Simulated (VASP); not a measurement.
# CoSi (CsCl type) (Pm-3m) in VASP: single point with LDA

Aim: the single point of CoSi (CsCl type) with LDA.

All numbers are computed with VASP 6.6.1; they aren't measurements. Logs are shortened: lines on timing, memory, paths and dates and some standing lists are left out, and cuts for length are marked.

### 1 The cell of the first run

The structure is cubic, space group Pm-3m (No. 221). Conventional cell: a = 2.523 Å, b = 2.523 Å, c = 2.523 Å, α = 90.00°, β = 90.00°, γ = 90.00°. Within 2.9 Å of Co (site symmetry m-3m) lie 8 Si at 2.18 Å and 6 Co at 2.52 Å. Si (site symmetry m-3m) has 8 Co at 2.18 Å and 6 Si at 2.52 Å within 2.9 Å.

### 2 Single point, LDA, collinear spin, ferromagnetic start

Input file INCAR:

```
SYSTEM = CoSi
PREC = Accurate ; ENCUT = 520
EDIFF = 1E-7 ; ISMEAR = -1
SIGMA = 0.08 ; LREAL = .False.
LASPH = .True. ; NELM = 150
ALGO = Normal ; ISIF = 2
LWAVE = .False. ; LCHARG = .True.
ISPIN = 2 ; MAGMOM = 1.7 0
LORBIT = 11 ; LMAXMIX = 4
LELF = .True. ; LVHAR = .True.
NBANDS = 18
```

Input file KPOINTS:

```
regular mesh
0
Gamma
  16 16 16
  0 0 0
```

Input file POSCAR:

```
CoSi
1.0
    2.5228168692      0.0000000000      0.0000000000
    0.0000000000      2.5228168692      0.0000000000
    0.0000000000      0.0000000000      2.5228168692
Co Si
1 1
Direct
    0.0000000000      0.0000000000      0.0000000000
    0.5000000000      0.5000000000      0.5000000000
```

Potentials or basis: VASP PAW LDA potentials, release 64 (Co, Si).

On the command line:

```sh
cat potpaw_LDA.64/Co/POTCAR potpaw_LDA.64/Si/POTCAR > POTCAR
mpirun -np 1 vasp_std > vasp.out
```

OUTCAR:

```text
SYSTEM = CoSi
   PREC = Accurate
   ENCUT = 520
   EDIFF = 1E-7
   ISMEAR = -1
   LREAL = .False.
   LASPH = .True.
   NELM = 150
   ISIF = 2
   ISPIN = 2
   LORBIT = 11

 ion  position               nearest neighbor table
   1  0.000  0.000  0.000-   2 2.18   2 2.18   2 2.18   2 2.18   2 2.18   2 2.18   2 2.18   2 2.18

   2  0.500  0.500  0.500-   1 2.18   1 2.18   1 2.18   1 2.18   1 2.18   1 2.18   1 2.18   1 2.18

  LATTYP: Found a simple cubic cell.
 ALAT       =     2.5228168692

  Lattice vectors:

 A1 = (   2.5228168692,   0.0000000000,   0.0000000000)
 A2 = (   0.0000000000,   2.5228168692,   0.0000000000)
 A3 = (   0.0000000000,   0.0000000000,   2.5228168692)

Analysis of symmetry for initial positions (statically):
=====================================================================
 Subroutine PRICEL returns:
 Original cell was already a primitive cell.

 Routine SETGRP: Setting up the symmetry group for a
 simple cubic supercell.

 Subroutine GETGRP returns: Found 48 space group operations
 (whereof 48 operations were pure point group operations)
 out of a pool of 48 trial point group operations.

The static configuration has the point symmetry O_h .

Analysis of symmetry for dynamics (positions and initial velocities):
=====================================================================
 Subroutine PRICEL returns:
 Original cell was already a primitive cell.

 Routine SETGRP: Setting up the symmetry group for a
 simple cubic supercell.

 Subroutine GETGRP returns: Found 48 space group operations
 (whereof 48 operations were pure point group operations)
 out of a pool of 48 trial point group operations.

The dynamic configuration has the point symmetry O_h .

Analysis of structural, dynamic, and magnetic symmetry:
=====================================================================
 Subroutine PRICEL returns:
 Original cell was already a primitive cell.

 Routine SETGRP: Setting up the symmetry group for a
 simple cubic supercell.

 Subroutine GETGRP returns: Found 48 space group operations
 (whereof 48 operations were pure point group operations)
 out of a pool of 48 trial point group operations.

The overall configuration has the point symmetry O_h .

 Subroutine INISYM returns: Found 48 space group operations
 (whereof 48 operations are pure point group operations),
 and found     1 'primitive' translations

----------------------------------------------------------------------------------------

                                     Primitive cell

  volume of cell :      16.0567

  direct lattice vectors                    reciprocal lattice vectors
     2.522816869  0.000000000  0.000000000     0.396382319  0.000000000  0.000000000
     0.000000000  2.522816869  0.000000000     0.000000000  0.396382319  0.000000000
     0.000000000  0.000000000  2.522816869     0.000000000  0.000000000  0.396382319

  length of vectors
     2.522816869  2.522816869  2.522816869     0.396382319  0.396382319  0.396382319

  position of ions in fractional coordinates (direct lattice)
     0.000000000  0.000000000  0.000000000
     0.500000000  0.500000000  0.500000000

  ion indices of the primitive-cell ions
   primitive index   ion index
                 1           1
                 2           2

----------------------------------------------------------------------------------------

 KPOINTS: regular mesh

Automatic generation of k-mesh.
 Grid dimensions read from file:
 generate k-points for:   16   16   16

 Generating k-lattice:

  Cartesian coordinates                     Fractional coordinates (reciprocal lattice)
     0.024773895  0.000000000  0.000000000     0.062500000  0.000000000  0.000000000
     0.000000000  0.024773895  0.000000000     0.000000000  0.062500000  0.000000000
     0.000000000  0.000000000  0.024773895     0.000000000  0.000000000  0.062500000

  Length of vectors
     0.024773895  0.024773895  0.024773895

  Shift w.r.t. Gamma in fractional coordinates (k-lattice)
     0.000000000  0.000000000  0.000000000

 Subroutine IBZKPT returns following result:
 ===========================================

 Found    165 irreducible k-points:

 Following reciprocal coordinates:
            Coordinates               Weight
  0.000000  0.000000  0.000000      1.000000
  0.062500  0.000000  0.000000      6.000000
  0.125000  0.000000  0.000000      6.000000
  0.187500  0.000000  0.000000      6.000000
  0.250000  0.000000  0.000000      6.000000
  0.312500  0.000000  0.000000      6.000000
[... 16 lines left out ...]
  0.437500  0.125000  0.000000     24.000000
  0.500000  0.125000  0.000000     12.000000
 [... further k-points ...]
   k-points           NKPTS =    165   k-points in BZ     NKDIM =    165   number of bands    NBANDS=     18
   number of dos      NEDOS =    301   number of ions     NIONS =      2
   total plane-waves  NPLWV =   8000
   dimension x,y,z NGX =    20 NGY =   20 NGZ =   20
   dimension x,y,z NGXF=    40 NGYF=   40 NGZF=   40
   ions per type =               1   1
   NGX,Y,Z   is equivalent  to a cutoff of  13.18, 13.18, 13.18 a.u.
   NGXF,Y,Z  is equivalent  to a cutoff of  26.36, 26.36, 26.36 a.u.
 SYSTEM =  CoSi
   PREC   = accura    normal or accurate (medium, high low for compatibility)
   ISTART =      0    job   : 0-new  1-cont  2-samecut
   ICHARG =      2    charge: 1-file 2-atom 10-const
   ISPIN  =      2    spin polarized calculation?
   LNONCOLLINEAR =      F non collinear calculations
   LSORBIT =      F    spin-orbit coupling
   LASPH  =      T    aspherical Exc in radial PAW
   ENCUT  =  520.0 eV  38.22 Ry    6.18 a.u.   4.69  4.69  4.69*2*pi/ulx,y,z
   NELM   =    150;   NELMIN=  2; NELMDL= -5     # of ELM steps
   EDIFF  = 0.1E-06   stopping-criterion for ELM
   LREAL  =      F    real-space projection
   EDIFFG = 0.1E-05   stopping-criterion for IOM
   NSW    =      0    number of steps for IOM
   IBRION =     -1    ionic relax: 0-MD 1-quasi-New 2-CG
   NFREE  =      0    steps in history (QN), initial steepest desc. (CG)
   ISIF   =      2    stress and relaxation
   ISYM   =      2    0-nonsym 1-usesym 2-fastsym
   POTIM  = 0.5000    time-step for ionic-motion
   TEBEG  =    0.0;   TEEND  =   0.0 temperature during run
   PSTRESS=    0.0 pullay stress
   NELECT =      13.0000    total number of electrons
   NUPDOWN=      -1.0000    fix difference up-down
   EMIN   =  10.00;   EMAX   =-10.00  energy-range for DOS
   EFERMI =   0.00;   METHOD = LEGACY
   ISMEAR =    -1;   SIGMA  =   0.08  broadening in eV -4-tet -1-fermi 0-gaus
   EFERMI_NEDOS =   21; number of points for ismear=-14 and -15
   IALGO  =     38    algorithm
   IMIX   =      4    mixing-type and parameters
     AMIX     =   0.40;   BMIX     =  1.00
     AMIX_MAG =   1.60;   BMIX_MAG =  1.00
  volume/ion in A,a.u.               =       8.03        54.18
  Fermi-wavevector in a.u.,A,eV,Ry     =   1.525821  2.883383 31.676123  2.328129
  Thomas-Fermi vector in A             =   2.633939
   LORBIT       =     11    0 simple, 1 ext, 2 COOP (PROOUT), +10 PAW based schemes
   GGA     = CA    functional components
   LHFCALC =     F    Hartree Fock is set to
   AEXX    =    0.0000 exact exchange contribution
   IVDW    =     0    specifies the selected vdW correction
   LEPSILON=     F    determine dielectric tensor
   LRPA    =     F    only Hartree local field effects (RPA)
 spin polarized calculation
  energy-cutoff  :      520.00
  volume of cell :       16.06
 maximum number of plane-waves:       461
 NGX is ok and might be reduce to    20
   NGX =  9   NGY =  9   NGZ =  9

 number of electron      12.9999997 magnetization      -0.0323913

 number of electron      12.9999997 magnetization       0.0005694

 Free energy of the ion-electron system (eV)
  ---------------------------------------------------
  ext. energy  EPLUGINS =         0.00000000
  ---------------------------------------------------
  free energy    TOTEN  =       -14.17407698 eV

  energy without entropy =      -14.14481749  energy(sigma->0) =      -14.15944723

 E-fermi :  18.1004     XC(G=0): -14.6758

 val. band max:       18.0887606295   @ k =   0.3750   0.3125   0.1250
 cond. band min:      18.1019164519   @ k =   0.3125   0.0625   0.0625
 fundamental gap:      0.0131558225
 Fermi energy:        18.1003987970

 spin component 1

 k-point     1 :       0.0000    0.0000    0.0000
  band No.  band energies     occupation
      1       1.0905      1.00000
      2      12.2196      1.00000
      3      12.2196      1.00000
      4      16.1409      1.00000
      5      16.1409      1.00000
      6      16.1409      1.00000
[... 10 lines left out ...]
     17      44.2961      0.00000
     18      44.2961      0.00000
[... 463 lines left out ...]
 k-point    24 :       0.5000    0.1250    0.0000
  band No.  band energies     occupation
      1       6.3317      1.00000
      2       7.3851      1.00000
      3      13.5714      1.00000
      4      13.9174      1.00000
      5      14.3619      1.00000
      6      16.1225      1.00000
[... 10 lines left out ...]
     17      45.1581      0.00000
     18      51.8956      0.00000

 [... further k-points ...]

 spin component 2

 k-point     1 :       0.0000    0.0000    0.0000
  band No.  band energies     occupation
      1       1.0906      1.00000
      2      12.2200      1.00000
      3      12.2200      1.00000
      4      16.1411      1.00000
      5      16.1411      1.00000
      6      16.1411      1.00000
[... 10 lines left out ...]
     17      44.2961      0.00000
     18      44.2961      0.00000
[... 463 lines left out ...]
 k-point    24 :       0.5000    0.1250    0.0000
  band No.  band energies     occupation
      1       6.3317      1.00000
      2       7.3851      1.00000
      3      13.5718      1.00000
      4      13.9175      1.00000
      5      14.3621      1.00000
      6      16.1228      1.00000
[... 10 lines left out ...]
     17      45.1582      0.00000
     18      51.8957      0.00000

 [... further k-points ...]
[... 5 lines left out ...]
  --------------------------------------------------------------------------------------
  -------------------------------------------------------------------------------------
  Total       10.2439164     10.2439164     10.2439164      0.0000000     -0.0000000      0.0000000
  in kB     1022.1612879   1022.1612879   1022.1612879      0.0000000     -0.0000000      0.0000000
  external PRESSURE =    1022.1612879 kB  Pullay stress =       0.0000000 kB

 VOLUME and BASIS-vectors are now :
 -----------------------------------------------------------------------------
  energy-cutoff  :      520.00
  volume of cell :       16.06
      direct lattice vectors                 reciprocal lattice vectors
     2.522816869  0.000000000  0.000000000     0.396382319  0.000000000  0.000000000
     0.000000000  2.522816869  0.000000000     0.000000000  0.396382319  0.000000000
     0.000000000  0.000000000  2.522816869     0.000000000  0.000000000  0.396382319

 POSITION                                       TOTAL-FORCE (eV/Angst)
 -----------------------------------------------------------------------------------
      0.00000      0.00000      0.00000         0.000000      0.000000      0.000000
      1.26141      1.26141      1.26141         0.000000      0.000000      0.000000
 -----------------------------------------------------------------------------------
    total drift:                               -0.000000      0.000000     -0.000000

  FREE ENERGIE OF THE ION-ELECTRON SYSTEM (eV)
  ---------------------------------------------------
  free  energy   TOTEN  =       -14.1740769816 eV

  energy  without entropy=      -14.1448174878  energy(sigma->0) =      -14.15944723

 total charge

# of ion       s       p       d       tot
------------------------------------------
    1        0.598   0.964   8.008   9.570
    2        0.714   1.107   0.000   1.821
--------------------------------------------------
tot          1.311   2.071   8.008  11.391

 magnetization (x)

# of ion       s       p       d       tot
------------------------------------------
    1        0.000   0.000   0.000   0.000
    2       -0.000   0.000   0.000   0.000
--------------------------------------------------
tot          0.000   0.000   0.000   0.000
```

It took 50 s on 1 thread of AMD EPYC 9R45 (Zen 5), shared host; peak memory 0.15 GiB.

What came out:

```
Free energy                                           : -14.1741 eV
Pressure                                              : 102.2 GPa
Net moment                                            : 0.00 μB per cell
Valence electrons inside the program's atomic spheres : Co 9.57; Si 1.82
```

Levels at points of the mesh, in eV from the Fermi level:
Spin up:
```csv
k point,band 3,band 4,band 5,band 6,band 7,band 8,band 9,band 10,band 11,band 12
"(0.00, 0.00, 0.00)",-5.88,-1.96,-1.96,-1.96,3.99,3.99,3.99,8.48,8.48,18.08
"(0.50, 0.00, 0.00)",-4.63,-3.81,-3.81,-1.70,-0.24,6.19,10.58,10.58,11.07,11.07
"(0.50, 0.50, 0.00)",-6.54,-5.74,-3.29,-3.29,-0.75,2.76,3.20,10.72,15.99,16.97
"(0.50, 0.50, 0.50)",-8.13,-0.68,-0.68,0.39,0.91,0.91,0.91,5.12,5.12,5.12
```
Spin down:
| k point | band 3 | band 4 | band 5 | band 6 | band 7 | band 8 | band 9 | band 10 | band 11 | band 12 |
| --- | --- | --- | --- | --- | --- | --- | --- | --- | --- | --- |
| (0.00, 0.00, 0.00) | -5.88 | -1.96 | -1.96 | -1.96 | 3.99 | 3.99 | 3.99 | 8.48 | 8.48 | 18.08 |
| (0.50, 0.00, 0.00) | -4.63 | -3.81 | -3.81 | -1.70 | -0.24 | 6.19 | 10.58 | 10.58 | 11.07 | 11.07 |
| (0.50, 0.50, 0.00) | -6.54 | -5.74 | -3.29 | -3.29 | -0.75 | 2.76 | 3.20 | 10.72 | 15.99 | 16.97 |
| (0.50, 0.50, 0.50) | -8.13 | -0.68 | -0.68 | 0.39 | 0.91 | 0.91 | 0.91 | 5.12 | 5.12 | 5.12 |

Caveat: the cell stands under pressure.
